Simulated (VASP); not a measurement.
# InGa3As4 (P1) in VASP: single point with PBEsol

Aim: the single point of InGa3As4 with PBEsol.

Everything below comes from runs of VASP 6.6.1. Logs are shortened: lines on timing, memory, paths and dates and some standing lists are left out, and cuts for length are marked.

### Step 1. The cell of the first run

The typed cell holds 64 atoms: a = 11.530 Å, b = 11.530 Å, c = 11.530 Å, α = 90.00°, β = 90.00°, γ = 90.00°.

### Step 2. Single point, PBEsol

The input, INCAR:

```
ALGO = Normal
EDIFF = 1E-6
ENCUT = 500
GGA = PS
GGA_COMPAT = False
ISIF = 2
ISMEAR = -1
ISYM = -1
LASPH = True
LCHARG = False
LREAL = Auto
LWAVE = False
NBANDS = 326
NELM = 120
PREC = Accurate
SIGMA = 0.05
```

The input, KPOINTS:

```
explicit points
1
Reciprocal
  0.25000000   0.25000000   0.25000000 1
```

The input, POSCAR:

```
InGa3As4
1.0
   11.5299481628      0.0000000000      0.0000000000
    0.0000000000     11.5299481628      0.0000000000
    0.0000000000      0.0000000000     11.5299481628
In Ga As
8 24 32
Direct
    0.0041440000      0.9986230000      0.9986390000
    0.0011470000      0.5023810000      0.0015980000
    0.5011610000      0.5034420000      0.0006670000
    0.5016720000      0.5025930000      0.5008140000
    0.7510640000      0.2512040000      0.9950490000
    0.2488410000      0.4987520000      0.7488760000
    0.7501770000      0.9971810000      0.2540780000
    0.4961400000      0.2489390000      0.2522520000
    0.0019400000      0.9995230000      0.5016110000
    0.9988890000      0.5004430000      0.4985090000
    0.4960730000      0.9959060000      0.9958180000
    0.4974690000      0.9968660000      0.5033310000
    0.2492240000      0.2447000000      0.9997550000
    0.2459130000      0.2447440000      0.4994850000
    0.2520180000      0.7546090000      0.0005740000
    0.2468000000      0.7533130000      0.4970850000
    0.7546740000      0.2499000000      0.5038470000
    0.7478960000      0.7493920000      0.9978560000
    0.7511620000      0.7502590000      0.5013320000
    0.2498640000      0.9977530000      0.2516440000
    0.2513760000      0.9986950000      0.7476450000
    0.2460250000      0.5020240000      0.2513670000
    0.7473910000      0.9973030000      0.7452430000
    0.7548610000      0.5035990000      0.2549860000
    0.7515900000      0.5017050000      0.7455670000
    0.0043640000      0.2526030000      0.2571820000
    0.9994240000      0.2469310000      0.7428600000
    0.0013160000      0.7482050000      0.2530420000
    0.9968080000      0.7514420000      0.7448670000
    0.4993510000      0.2421190000      0.7466020000
    0.4975220000      0.7514120000      0.2496930000
    0.5018840000      0.7563120000      0.7498700000
    0.1303620000      0.1297090000      0.1338830000
    0.1251910000      0.1218490000      0.6246270000
    0.1320230000      0.6337380000      0.1302530000
    0.1182350000      0.6300730000      0.6172210000
    0.6174160000      0.1168630000      0.1163950000
    0.6250950000      0.1220860000      0.6216470000
    0.6320680000      0.6306430000      0.1335040000
    0.6308130000      0.6335720000      0.6316530000
    0.3608730000      0.3762970000      0.1238400000
    0.3744350000      0.3601490000      0.6218480000
    0.3747260000      0.8766800000      0.1248640000
    0.3740850000      0.8740070000      0.6245010000
    0.8760050000      0.3748380000      0.1383510000
    0.8773900000      0.3771800000      0.6245640000
    0.8759620000      0.8617630000      0.1243580000
    0.8743270000      0.8766210000      0.6220890000
    0.3684170000      0.1158370000      0.3824020000
    0.3742070000      0.1218810000      0.8741530000
    0.3679380000      0.6302180000      0.3694580000
    0.3757640000      0.6389720000      0.8738530000
    0.8831450000      0.1298150000      0.3829790000
    0.8753510000      0.1215430000      0.8594790000
    0.8764350000      0.6266040000      0.3775480000
    0.8693420000      0.6297870000      0.8680500000
    0.1267100000      0.3772610000      0.3786530000
    0.1218270000      0.3597360000      0.8742080000
    0.1225200000      0.8765800000      0.3742360000
    0.1308930000      0.8679780000      0.8661570000
    0.6383730000      0.3745640000      0.3760550000
    0.6224160000      0.3759620000      0.8585580000
    0.6170640000      0.8679100000      0.3830720000
    0.6252920000      0.8765970000      0.8747420000
```

Potentials or basis: VASP PAW PBE potentials, release 64 (In_d, Ga_d, As).

The run is started by

```console
> cat potpaw_PBE.64/In_d/POTCAR potpaw_PBE.64/Ga_d/POTCAR potpaw_PBE.64/As/POTCAR > POTCAR
> mpirun -np 1 vasp_std > vasp.out
```

OUTCAR:

```text
EDIFF = 1E-6
   ENCUT = 500
   GGA = PS
   ISIF = 2
   ISMEAR = -1
   ISYM = -1
   LASPH = True
   LREAL = Auto
   NELM = 120
   PREC = Accurate

 ion  position               nearest neighbor table
   1  0.004  0.999  0.999-  60 2.60  47 2.60  54 2.61  33 2.61
   2  0.001  0.502  0.002-  45 2.59  35 2.60  58 2.61  56 2.62
   3  0.501  0.503  0.001-  52 2.58  39 2.60  41 2.60  62 2.61
   4  0.502  0.503  0.501-  61 2.59  40 2.60  42 2.61  51 2.61
   5  0.751  0.251  0.995-  37 2.59  54 2.59  62 2.60  45 2.61
   6  0.249  0.499  0.749-  42 2.61  58 2.61  52 2.61  36 2.62
[... 56 lines left out ...]
  63  0.617  0.868  0.383-  12 2.46  31 2.46  19 2.47   7 2.61
  64  0.625  0.877  0.875-  32 2.45  11 2.46  23 2.48  18 2.48

IMPORTANT INFORMATION: All symmetrisations will be switched off!
NOSYMM: (Re-)initialisation of all symmetry stuff for point group C_1.

----------------------------------------------------------------------------------------

                                     Primitive cell

  volume of cell :    1532.7879

  direct lattice vectors                    reciprocal lattice vectors
    11.529948163  0.000000000  0.000000000     0.086730659  0.000000000  0.000000000
     0.000000000 11.529948163  0.000000000     0.000000000  0.086730659  0.000000000
     0.000000000  0.000000000 11.529948163     0.000000000  0.000000000  0.086730659

  length of vectors
    11.529948163 11.529948163 11.529948163     0.086730659  0.086730659  0.086730659

  position of ions in fractional coordinates (direct lattice)
     0.004144000  0.998623000  0.998639000
     0.001147000  0.502381000  0.001598000
     0.501161000  0.503442000  0.000667000
     0.501672000  0.502593000  0.500814000
     0.751064000  0.251204000  0.995049000
     0.248841000  0.498752000  0.748876000
[... 56 lines left out ...]
     0.617064000  0.867910000  0.383072000
     0.625292000  0.876597000  0.874742000

  ion indices of the primitive-cell ions
   primitive index   ion index
                 1           1
                 2           2
                 3           3
                 4           4
                 5           5
                 6           6
[... 56 lines left out ...]
                63          63
                64          64

----------------------------------------------------------------------------------------

 KPOINTS: explicit points

Read explicit list of k-points.

 Found      1 k-points:

 Following reciprocal coordinates:
            Coordinates               Weight
  0.250000  0.250000  0.250000      1.000000
   k-points           NKPTS =      1   k-points in BZ     NKDIM =      1   number of bands    NBANDS=    326
   number of dos      NEDOS =    301   number of ions     NIONS =     64
   total plane-waves  NPLWV = 592704
   dimension x,y,z NGX =    84 NGY =   84 NGZ =   84
   dimension x,y,z NGXF=   168 NGYF=  168 NGZF=  168
   ions per type =               8  24  32
   NGX,Y,Z   is equivalent  to a cutoff of  12.11, 12.11, 12.11 a.u.
   NGXF,Y,Z  is equivalent  to a cutoff of  24.22, 24.22, 24.22 a.u.
 SYSTEM =  unknown system
   PREC   = accura    normal or accurate (medium, high low for compatibility)
   ISTART =      0    job   : 0-new  1-cont  2-samecut
   ICHARG =      2    charge: 1-file 2-atom 10-const
   ISPIN  =      1    spin polarized calculation?
   LNONCOLLINEAR =      F non collinear calculations
   LSORBIT =      F    spin-orbit coupling
   LASPH  =      T    aspherical Exc in radial PAW
   ENCUT  =  500.0 eV  36.75 Ry    6.06 a.u.  21.02 21.02 21.02*2*pi/ulx,y,z
   NELM   =    120;   NELMIN=  2; NELMDL= -5     # of ELM steps
   EDIFF  = 0.1E-05   stopping-criterion for ELM
   LREAL  =      T    real-space projection
   EDIFFG = 0.1E-04   stopping-criterion for IOM
   NSW    =      0    number of steps for IOM
   IBRION =     -1    ionic relax: 0-MD 1-quasi-New 2-CG
   NFREE  =      0    steps in history (QN), initial steepest desc. (CG)
   ISIF   =      2    stress and relaxation
   ISYM   =     -1    0-nonsym 1-usesym 2-fastsym
   POTIM  = 0.5000    time-step for ionic-motion
   TEBEG  =    0.0;   TEEND  =   0.0 temperature during run
   PSTRESS=    0.0 pullay stress
   NELECT =     576.0000    total number of electrons
   NUPDOWN=      -1.0000    fix difference up-down
   EMIN   =  10.00;   EMAX   =-10.00  energy-range for DOS
   EFERMI =   0.00;   METHOD = LEGACY
   ISMEAR =    -1;   SIGMA  =   0.05  broadening in eV -4-tet -1-fermi 0-gaus
   EFERMI_NEDOS =   21; number of points for ismear=-14 and -15
   IALGO  =     38    algorithm
   IMIX   =      4    mixing-type and parameters
     AMIX     =   0.40;   BMIX     =  1.00
     AMIX_MAG =   1.60;   BMIX_MAG =  1.00
  volume/ion in A,a.u.               =      23.95       161.62
  Fermi-wavevector in a.u.,A,eV,Ry     =   1.181376  2.232478 18.988975  1.395650
  Thomas-Fermi vector in A             =   2.317651
   LORBIT       =      0    0 simple, 1 ext, 2 COOP (PROOUT), +10 PAW based schemes
   GGA     = PS    functional components
   LHFCALC =     F    Hartree Fock is set to
   AEXX    =    0.0000 exact exchange contribution
   IVDW    =     0    specifies the selected vdW correction
   LEPSILON=     F    determine dielectric tensor
   LRPA    =     F    only Hartree local field effects (RPA)
 non-spin polarized calculation
  energy-cutoff  :      500.00
  volume of cell :     1532.79
 maximum number of plane-waves:     38919
 NGX is ok and might be reduce to    84
   NGX = 43   NGY = 43   NGZ = 43

 number of electron     576.0000007 magnetization

 Free energy of the ion-electron system (eV)
  ---------------------------------------------------
  ext. energy  EPLUGINS =         0.00000000
  ---------------------------------------------------
  free energy    TOTEN  =      -285.26742762 eV

  energy without entropy =     -285.26738296  energy(sigma->0) =     -285.26740529

 E-fermi :   4.3246     XC(G=0):  -9.6209

 val. band max:        3.7534772233   @ k =   0.2500   0.2500   0.2500
 cond. band min:       4.8702694385   @ k =   0.2500   0.2500   0.2500
 fundamental gap:      1.1167922152
 Fermi energy:         4.3245862647

 k-point     1 :       0.2500    0.2500    0.2500
  band No.  band energies     occupation
      1     -10.9316      2.00000
      2     -10.9309      2.00000
      3     -10.9274      2.00000
      4     -10.9259      2.00000
      5     -10.9225      2.00000
      6     -10.9213      2.00000
[... 292 lines left out ...]
    299       6.0051      0.00000
    300       6.0735      0.00000
 [bands above 300 left out]

------------------------ aborting loop because EDIFF is reached ----------------------------------------

  FORCE on cell =-STRESS in cart. coord.  units (eV):
  Direction    XX          YY          ZZ          XY          YZ          ZX
  --------------------------------------------------------------------------------------
  -------------------------------------------------------------------------------------
  Total        0.4254969      0.6892483      0.6626757     -6.3113361     -6.3887453     -6.2521285
  in kB        0.4447592      0.7204507      0.6926750     -6.5970508     -6.6779643     -6.5351628
  external PRESSURE =       0.6192950 kB  Pullay stress =       0.0000000 kB

 VOLUME and BASIS-vectors are now :
 -----------------------------------------------------------------------------
  energy-cutoff  :      500.00
  volume of cell :     1532.79
      direct lattice vectors                 reciprocal lattice vectors
    11.529948163  0.000000000  0.000000000     0.086730659  0.000000000  0.000000000
     0.000000000 11.529948163  0.000000000     0.000000000  0.086730659  0.000000000
     0.000000000  0.000000000 11.529948163     0.000000000  0.000000000  0.086730659

 POSITION                                       TOTAL-FORCE (eV/Angst)
 -----------------------------------------------------------------------------------
      0.04778     11.51407     11.51426         0.001736      0.000915      0.001769
      0.01322      5.79243      0.01842         0.010489      0.007745      0.000893
      5.77836      5.80466      0.00769         0.005816      0.002012      0.004513
      5.78425      5.79487      5.77436         0.005687      0.002341      0.009882
      8.65973      2.89637     11.47286         0.003502      0.003558     -0.001512
      2.86912      5.75058      8.63450        -0.001443     -0.010968      0.002103
[... 56 lines left out ...]
      7.11472     10.00696      4.41680        -0.006242      0.002242      0.006722
      7.20958     10.10712     10.08573         0.001084     -0.001243      0.008925
 -----------------------------------------------------------------------------------
    total drift:                                0.002645     -0.017188      0.010631

  FREE ENERGIE OF THE ION-ELECTRON SYSTEM (eV)
  ---------------------------------------------------
  free  energy   TOTEN  =      -285.2674276224 eV

  energy  without entropy=     -285.2673829636  energy(sigma->0) =     -285.26740529
```

Run time: 13 min. Hardware: 1 thread of Intel Xeon 6975P-C (Granite Rapids), shared host; peak memory 1.3 GiB.

Results:

| Item | Value |
| --- | --- |
| Free energy | -285.2674 eV |
| Pressure | 0.1 GPa |
| Largest force | 0.021 eV/Å |
| Band gap on the k mesh | 1.12 eV |

Forces in eV/Å, atoms in the order of the input:
```
In   0.002  0.001  0.002
In   0.010  0.008  0.001
In   0.006  0.002  0.005
In   0.006  0.002  0.010
In   0.004  0.004 -0.002
In  -0.001 -0.011  0.002
In   0.002  0.000  0.004
In  -0.004  0.002  0.008
Ga   0.003 -0.009  0.005
Ga   0.002 -0.001 -0.004
Ga  -0.010 -0.016 -0.009
Ga   0.000  0.005 -0.005
Ga   0.003 -0.002  0.000
Ga  -0.003  0.004  0.000
Ga  -0.009  0.011 -0.001
Ga  -0.001  0.004  0.007
Ga  -0.001 -0.004  0.008
Ga  -0.001  0.004 -0.003
Ga   0.004  0.005 -0.002
Ga   0.003  0.003  0.000
Ga   0.001 -0.002 -0.006
Ga  -0.006 -0.004  0.007
Ga   0.003  0.002  0.003
Ga  -0.003  0.007  0.003
Ga   0.005 -0.002 -0.005
Ga   0.001  0.001  0.001
Ga   0.005  0.002 -0.007
Ga   0.003  0.000  0.010
Ga   0.000  0.008  0.001
Ga   0.005  0.004  0.001
Ga   0.005  0.006 -0.003
Ga  -0.004  0.002 -0.005
As  -0.005 -0.001  0.010
As  -0.002  0.001  0.002
As   0.003  0.006 -0.005
As   0.004 -0.007 -0.008
As   0.011  0.007  0.002
As   0.000 -0.003 -0.008
As   0.001  0.000  0.006
As  -0.004  0.006  0.001
As   0.001 -0.001 -0.010
As  -0.006  0.004 -0.005
As   0.004 -0.003  0.004
As  -0.001 -0.004  0.004
As   0.005 -0.016 -0.001
As  -0.003  0.002  0.001
As   0.006  0.005 -0.008
As   0.002 -0.002 -0.005
As   0.003 -0.011  0.000
As   0.001  0.005  0.003
As  -0.003 -0.012  0.000
As   0.004 -0.003 -0.008
As  -0.004  0.002 -0.007
As  -0.015 -0.007  0.006
As   0.001  0.001  0.001
As   0.002 -0.007 -0.010
As   0.002  0.005  0.002
As  -0.008  0.002  0.003
As  -0.006  0.000 -0.004
As   0.001 -0.012  0.004
As  -0.002  0.005 -0.012
As  -0.013  0.000 -0.002
As  -0.006  0.002  0.007
As   0.001 -0.001  0.009
```

Caveat: the PAW data sets were made with another functional, which shifts forces and pressure a little; spin-orbit coupling is left out, which moves the levels of the heavy elements; a shifted mesh leaves out Γ, where band edges can lie.
